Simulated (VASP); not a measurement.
Write the native input for VASP 6.6.1 that does the following.

| Quantity | Value |
| --- | --- |
| Task | single point |
| Functional | PBEsol |
| Potentials or basis | VASP PAW PBE potentials, release 64 (Al) |
| Cutoff | 520 eV |
| k mesh | 2 × 2 × 2 |
| Occupations | gaussian, width 0.1 eV |
| Spin | no spin polarisation |
| Dipole correction | no |
| Further INCAR settings | LREAL = Auto; ALGO = Normal; EDIFF = 1e-07; NBANDS = 68 |

The structure of Al (a cell with a defect) lies in POSCAR:

```
Al
1.0
    8.1000000000      0.0000000000      0.0000000000
    0.0000000000      8.1000000000      0.0000000000
    0.0000000000      0.0000000000      8.1000000000
Al
31
Direct
    0.4980251852     -0.0009122222     -0.0001407407
    0.7495461728     -0.0010218519      0.2515891358
    0.0007885185     -0.0013044444     -0.0000329630
    0.2493171605      0.2501643210     -0.0003895062
    0.4981975309      0.5017733333     -0.0001848148
    0.7497602469      0.7504474074     -0.0003180247
    0.2496183951     -0.0016817284      0.2520323457
    0.4977561728      0.2503345679      0.2513397531
    0.7496425926      0.5017988889      0.2509976543
    0.4973483951     -0.0014917284      0.4998239506
    0.7497791358      0.2504628395      0.4994744444
    0.7496018519     -0.0007632099      0.7482798765
    0.0006487654      0.5015619753     -0.0003119753
    0.2494543210      0.7504148148     -0.0001479012
    0.0007098765      0.2501908642      0.2510434568
    0.2494590123      0.5025703704      0.2515828395
    0.4974709877      0.7503292593      0.2518406173
    0.0017300000     -0.0019418519      0.4997103704
    0.2495824691      0.2499513580      0.4996187654
    0.4973603704      0.5025729630      0.4997324691
    0.7498564198      0.7504351852      0.4997296296
    0.2497923457     -0.0017977778      0.7474912346
    0.4983033333      0.2502869136      0.7484509877
    0.7494460494      0.5017227160      0.7483046914
    0.0014362963      0.7500687654      0.2519258025
    0.0014764198      0.5022704938      0.4995218519
    0.2496635802      0.7504404938      0.4996791358
    0.0009462963      0.2499281481      0.7479192593
    0.2496376543      0.5024070370      0.7475154321
    0.4974908642      0.7503275309      0.7476040741
    0.0015004938      0.7500765432      0.7473380247
```

These files were run (other wordings do the same):

INCAR

```
  PREC = Accurate
  ENCUT = 520
  EDIFF = 1E-7
  ISMEAR = 0
  SIGMA = 0.1
  LREAL = Auto
  LASPH = T
  NELM = 100
  ALGO = Normal
  ISIF = 2
  LWAVE = F
  LCHARG = T
  GGA = PS
  LELF = T
  LVHAR = T
  NBANDS = 68
```

KPOINTS

```
regular mesh
0
Gamma
  2 2 2
```

Potentials or basis: VASP PAW PBE potentials, release 64 (Al).

Run with:

```sh
$ cat potpaw_PBE.64/Al/POTCAR > POTCAR
$ mpirun -np 1 vasp_std > vasp.out
```

Results of the run:

| Item | Value |
| --- | --- |
| Pressure | -1.8 GPa |
| Largest force | 0.015 eV/Å |
| Band gap on the k mesh | zero (an odd number of electrons rules out a gap without spin polarisation) |

Caveat: the k points lie up to 0.39 Å⁻¹ apart, too coarse for converged energies and pressures of a metal; the PAW data sets were made with another functional, which shifts forces and pressure a little.

Wall time 10 min on 1 thread of Intel Xeon 8259CL, with other jobs on the host, peak memory 0.55 GiB.
